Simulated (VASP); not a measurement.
A run of VASP 6.6.1 is set up as follows.

INCAR

```
SYSTEM = Sb
ALGO = Normal
EDIFF = 1E-6
ENCUT = 520
GGA = PE
ISIF = 2
ISMEAR = -1
LASPH = .True.
LCHARG = .False.
LREAL = .False.
LWAVE = .False.
NBANDS = 12
NELM = 100
PREC = Accurate
SIGMA = 0.05
```

File KPOINTS:

```
k-points
0
Gamma
  13 13 7
  0 0 0
```

POSCAR

```
Sb
1.0
    3.2542857958      0.0000000000      0.0000000000
   -1.6271428979      2.8182941703      0.0000000000
    0.0000000000      0.0000000000      5.0247270875
Sb
2
Direct
    0.3333333333      0.6666666667      0.2500000000
    0.6666666667      0.3333333333      0.7500000000
```

Potentials or basis: VASP PAW PBE potentials, release 64 (Sb).

Launch:

```bash
$ cat potpaw_PBE.64/Sb/POTCAR > POTCAR
$ mpirun -np 1 vasp_std > vasp.out
```

Task: Predict the band gap on the k mesh.

Result: Zero (band 5 reaches 15.18 eV, above the bottom of band 6 at 7.50 eV).

Task: Estimate the pressure.

Result: 15.1 GPa.

Caveat: spin-orbit coupling is left out, which moves the levels of the heavy elements.
